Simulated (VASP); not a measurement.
# BN (Qingsongite) (P1) in VASP: a series of runs

Runs on BN (Qingsongite). Level: PBE+D4. Tasks: single point.

Program: VASP 6.6.1. These are calculated values, not measurements. Logs are shortened: lines on timing, memory, paths and dates and some standing lists are left out, and cuts for length are marked.

## 1. The cell of the first run

The typed cell holds 2 atoms: a = 2.556 Å, b = 2.556 Å, c = 2.556 Å, α = 60.00°, β = 60.00°, γ = 60.00°.

## 2. Single point, PBE+D4

INCAR

```
PREC = Accurate ; ENCUT = 520
EDIFF = 1E-6 ; ISMEAR = 1
SIGMA = 0.05 ; LREAL = False
LASPH = True ; NELM = 100
ALGO = Normal ; ISIF = 2
LWAVE = False ; LCHARG = False
GGA = PE ; IVDW = 13
NBANDS = 11
```

KPOINTS

```
regular mesh
0
Gamma
  6 6 6
```

POSCAR

```
BN
1.0
    0.0000000000      1.8075000000      1.8075000000
    1.8075000000      0.0000000000      1.8075000000
    1.8075000000      1.8075000000      0.0000000000
B N
1 1
Direct
    0.0174100000      0.9862100000      0.9912500000
    0.2598000000      0.2581500000      0.2401100000
```

Potentials or basis: VASP PAW PBE potentials, release 64 (B, N).

Started as:

```sh
cat potpaw_PBE.64/B/POTCAR potpaw_PBE.64/N/POTCAR > POTCAR
mpirun -np 1 vasp_std > vasp.out
```

OUTCAR:

```text
PREC = Accurate
   ENCUT = 520
   EDIFF = 1E-6
   ISMEAR = 1
   LREAL = False
   LASPH = True
   NELM = 100
   ISIF = 2
   GGA = PE
   IVDW = 13

 ion  position               nearest neighbor table
   1  0.017  0.986  0.991-   2 1.52   2 1.57   2 1.58   2 1.59
   2  0.260  0.258  0.240-   1 1.52   1 1.57   1 1.58   1 1.59

  LATTYP: Found a face centered cubic cell.
 ALAT       =     3.6150000000

  Lattice vectors:

 A1 = (   0.0000000000,   1.8075000000,   1.8075000000)
 A2 = (   1.8075000000,   0.0000000000,   1.8075000000)
 A3 = (   1.8075000000,   1.8075000000,   0.0000000000)

Analysis of symmetry for initial positions (statically):
=====================================================================
 Subroutine PRICEL returns:
 Original cell was already a primitive cell.

 Routine SETGRP: Setting up the symmetry group for a
 face centered cubic supercell.

 Subroutine GETGRP returns: Found  1 space group operations
 (whereof  1 operations were pure point group operations)
 out of a pool of 48 trial point group operations.

The static configuration has the point symmetry C_1 .

Analysis of symmetry for dynamics (positions and initial velocities):
=====================================================================
 Subroutine PRICEL returns:
 Original cell was already a primitive cell.

 Routine SETGRP: Setting up the symmetry group for a
 face centered cubic supercell.

 Subroutine GETGRP returns: Found  1 space group operations
 (whereof  1 operations were pure point group operations)
 out of a pool of 48 trial point group operations.

The dynamic configuration has the point symmetry C_1 .

 Subroutine INISYM returns: Found  1 space group operations
 (whereof  1 operations are pure point group operations),
 and found     1 'primitive' translations

----------------------------------------------------------------------------------------

                                     Primitive cell

  volume of cell :      11.8104

  direct lattice vectors                    reciprocal lattice vectors
     0.000000000  1.807500000  1.807500000    -0.276625173  0.276625173  0.276625173
     1.807500000  0.000000000  1.807500000     0.276625173 -0.276625173  0.276625173
     1.807500000  1.807500000  0.000000000     0.276625173  0.276625173 -0.276625173

  length of vectors
     2.556191014  2.556191014  2.556191014     0.479128854  0.479128854  0.479128854

  position of ions in fractional coordinates (direct lattice)
     0.017410000  0.986210000  0.991250000
     0.259800000  0.258150000  0.240110000

  ion indices of the primitive-cell ions
   primitive index   ion index
                 1           1
[... 85 lines left out ...]
   NUPDOWN=      -1.0000    fix difference up-down
   EMIN   =  10.00;   EMAX   =-10.00  energy-range for DOS
   EFERMI =   0.00;   METHOD = LEGACY
   ISMEAR =     1;   SIGMA  =   0.05  broadening in eV -4-tet -1-fermi 0-gaus
   EFERMI_NEDOS =   21; number of points for ismear=-14 and -15
   IALGO  =     38    algorithm
   IMIX   =      4    mixing-type and parameters
     AMIX     =   0.40;   BMIX     =  1.00
     AMIX_MAG =   1.60;   BMIX_MAG =  1.00
  volume/ion in A,a.u.               =       5.91        39.85
  Fermi-wavevector in a.u.,A,eV,Ry     =   1.437749  2.716952 28.124920  2.067123
  Thomas-Fermi vector in A             =   2.556793
   LORBIT       =      0    0 simple, 1 ext, 2 COOP (PROOUT), +10 PAW based schemes
   GGA     = PE    functional components
   LHFCALC =     F    Hartree Fock is set to
   AEXX    =    0.0000 exact exchange contribution
   IVDW    =    13    specifies the selected vdW correction
   LEPSILON=     F    determine dielectric tensor
   LRPA    =     F    only Hartree local field effects (RPA)
 non-spin polarized calculation
 Methfessel and Paxton  Order N= 1 SIGMA  =   0.05
  energy-cutoff  :      520.00
  volume of cell :       11.81
 maximum number of plane-waves:       332
   NGX =  9   NGY =  9   NGZ =  9

 number of electron       8.0000000 magnetization

 Free energy of the ion-electron system (eV)
  ---------------------------------------------------
  ext. energy  EPLUGINS =         0.00000000
  ---------------------------------------------------
  free energy    TOTEN  =       -17.41602895 eV

  energy without entropy =      -17.41604237  energy(sigma->0) =      -17.41603343

 E-fermi :   7.7884     XC(G=0): -12.8212

 val. band max:        7.7463033707   @ k =   0.0000   0.0000   0.0000
 cond. band min:      11.8354645524   @ k =   0.5000   0.0000   0.5000
 fundamental gap:      4.0891611817
 Fermi energy:         7.7883974816

 k-point     1 :       0.0000    0.0000    0.0000
  band No.  band energies     occupation
      1     -12.8282      2.00000
      2       6.8963      2.00000
      3       7.5443      2.00000
      4       7.7463      2.00000
      5      15.9531      0.00000
      6      16.0985      0.00000
      7      16.6473      0.00000
      8      17.7742      0.00000
      9      32.1335      0.00000
     10      35.1679      0.00000
     11      35.1702      0.00000
[... 309 lines left out ...]
 k-point    24 :       0.3333    0.3333    0.1667
  band No.  band energies     occupation
      1     -10.4624      2.00000
      2       1.4160      2.00000
      3       4.4009      2.00000
      4       5.0269      2.00000
      5      15.4268      0.00000
      6      19.6493      0.00000
      7      19.9128      0.00000
      8      20.5504      0.00000
      9      26.9211      0.00000
     10      33.8677      0.00000
     11      35.7134      0.00000

 [... further k-points ...]

------------------------ aborting loop because EDIFF is reached ----------------------------------------

  DFT-D4 for vdW energy calculation

  Edisp (eV):   -0.47656

  FORCE on cell =-STRESS in cart. coord.  units (eV):
  Direction    XX          YY          ZZ          XY          YZ          ZX
  --------------------------------------------------------------------------------------
  -------------------------------------------------------------------------------------
  Total      -0.12176    -0.10972    -0.11416    -0.07691    -0.08975     0.07608
  in kB     -16.51782   -14.88458   -15.48643   -10.43398   -12.17598    10.32087
  external pressure =      -15.63 kB  Pullay stress =        0.00 kB

 VOLUME and BASIS-vectors are now :
 -----------------------------------------------------------------------------
  energy-cutoff  :      520.00
  volume of cell :       11.81
      direct lattice vectors                 reciprocal lattice vectors
     0.000000000  1.807500000  1.807500000    -0.276625173  0.276625173  0.276625173
     1.807500000  0.000000000  1.807500000     0.276625173 -0.276625173  0.276625173
     1.807500000  1.807500000  0.000000000     0.276625173  0.276625173 -0.276625173

 POSITION                                       TOTAL-FORCE (eV/Angst)
 -----------------------------------------------------------------------------------
      3.57426      1.82315      1.81404         0.950121     -0.479019      0.686553
      0.90060      0.90359      0.93619        -0.950121      0.479019     -0.686553
 -----------------------------------------------------------------------------------
    total drift:                               -0.000009      0.000023      0.000028

  FREE ENERGIE OF THE ION-ELECTRON SYSTEM (eV)
  ---------------------------------------------------
  free  energy   TOTEN  =       -17.8925855897 eV

  energy  without entropy=      -17.8925990108  energy(sigma->0) =      -17.89259006
```

stdout:

```text
POSCAR found type information on POSCAR B N
 POSCAR found :  2 types and       2 ions
 scaLAPACK will be used
 LDA part: xc-table for (Slater+PW92), standard interpolation
 POSCAR, INCAR and KPOINTS ok, starting setup
 FFT: planning ... GRIDC
 FFT: planning ... GRID_SOFT
 FFT: planning ... GRID
 WAVECAR not read
 entering main loop
```

Wall time 13 s (1 thread of Intel Xeon 6975P-C, shared host); peak memory 0.13 GiB.

What came out:

| Quantity | Value |
| --- | --- |
| Free energy | -17.8926 eV |
| Pressure | -1.6 GPa |
| Largest force | 1.266 eV/Å |
| Band gap on the k mesh | 4.09 eV, indirect (least direct gap 8.21 eV) |
| Dispersion energy per atom | -0.238 eV |

Forces in eV/Å, atoms in the order of the input:
```
B    0.950 -0.479  0.687
N   -0.950  0.479 -0.687
```

Stress tensor (GPa, compression positive):
```
-1.65 -1.04  1.03
-1.04 -1.49 -1.22
 1.03 -1.22 -1.55
```

Caveat: the k points lie up to 0.50 Å⁻¹ apart; forces of over 1 eV/Å act on the atoms, so gaps and moduli don't describe the material at rest. A k mesh can miss the band edges.

## 3. Single point, PBE+D4

INCAR

```
SYSTEM = BN
PREC     = Accurate       ! precision mode
ENCUT    = 520            ! plane-wave cutoff, eV
EDIFF    = 1E-7           ! SCF threshold, eV
ISMEAR   = 1              ! smearing method
SIGMA    = 0.05           ! smearing width, eV
LREAL    = .False.        ! projectors in reciprocal space
LASPH    = .True.         ! aspherical terms in the spheres
NELM     = 60             ! most SCF steps
ALGO     = Normal         ! electronic algorithm
ISIF     = 2              ! what is computed and relaxed
LWAVE    = .False.        ! write WAVECAR
LCHARG   = .False.        ! write CHGCAR
GGA      = PE             ! functional
IVDW     = 13             ! dispersion correction
NBANDS   = 11             ! bands
```

KPOINTS

```
Automatic mesh
0
Gamma
  6 6 6
  0 0 0
```

Edit POSCAR of step 2 so:

```diff
@@ -9,2 +9,2 @@
     0.0174100000      0.9862100000      0.9912500000
-    0.2598000000      0.2581500000      0.2401100000
+    0.2584168741      0.2595331259      0.2414931259
```

Potentials or basis: VASP PAW PBE potentials, release 64 (B, N).

Started as:

```sh
cat potpaw_PBE.64/B/POTCAR potpaw_PBE.64/N/POTCAR > POTCAR
mpirun -np 1 vasp_std > vasp.out
```

It took 14 s on 1 thread of Intel Xeon 6975P-C, shared host; peak memory 0.13 GiB.

The run converged. Its results:

| Property | Result |
| --- | --- |
| Free energy | -17.8875 eV |
| Pressure | -1.4 GPa |
| Largest force | 1.367 eV/Å |
| Band gap on the k mesh | 4.05 eV, indirect (least direct gap 8.14 eV) |
| Dispersion energy per atom | -0.238 eV |

Forces in eV/Å, atoms in the order of the input:
```
B    1.070 -0.492  0.695
N   -1.070  0.492 -0.695
```

Stress tensor (GPa, compression positive):
```
-1.57 -1.10  1.12
-1.10 -1.35 -1.35
 1.12 -1.35 -1.41
```

Levels at points of the mesh, in eV from the valence-band top:
| k point | band 1 | band 2 | band 3 | band 4 | band 5 | band 6 | band 7 | band 8 |
| --- | --- | --- | --- | --- | --- | --- | --- | --- |
| (0.00, 0.00, 0.00) | -20.61 | -0.93 | -0.24 | 0.00 | 8.14 | 8.31 | 8.90 | 9.99 |
| (0.50, 0.00, 0.00) | -16.39 | -11.02 | -2.73 | -1.97 | 9.42 | 9.83 | 11.06 | 14.75 |
| (0.00, 0.50, 0.00) | -16.42 | -11.20 | -2.37 | -2.09 | 9.74 | 10.24 | 10.78 | 15.14 |
| (0.00, 0.00, 0.50) | -16.40 | -11.07 | -2.70 | -1.92 | 9.53 | 9.69 | 11.21 | 14.87 |
| (0.50, 0.50, 0.50) | -16.39 | -10.99 | -2.71 | -2.04 | 9.52 | 9.78 | 10.93 | 14.68 |
| (0.50, 0.50, 0.00) | -15.04 | -9.31 | -5.37 | -5.17 | 4.05 | 8.79 | 17.35 | 17.86 |
| (0.00, 0.50, 0.50) | -15.03 | -9.30 | -5.47 | -5.11 | 4.07 | 8.83 | 17.20 | 17.96 |
| (0.50, 0.00, 0.50) | -15.04 | -9.31 | -5.32 | -5.21 | 4.05 | 8.78 | 17.42 | 17.80 |

Caveat: the k points lie up to 0.50 Å⁻¹ apart; forces of over 1 eV/Å act on the atoms, so gaps and moduli don't describe the material at rest. A k mesh can miss the band edges.
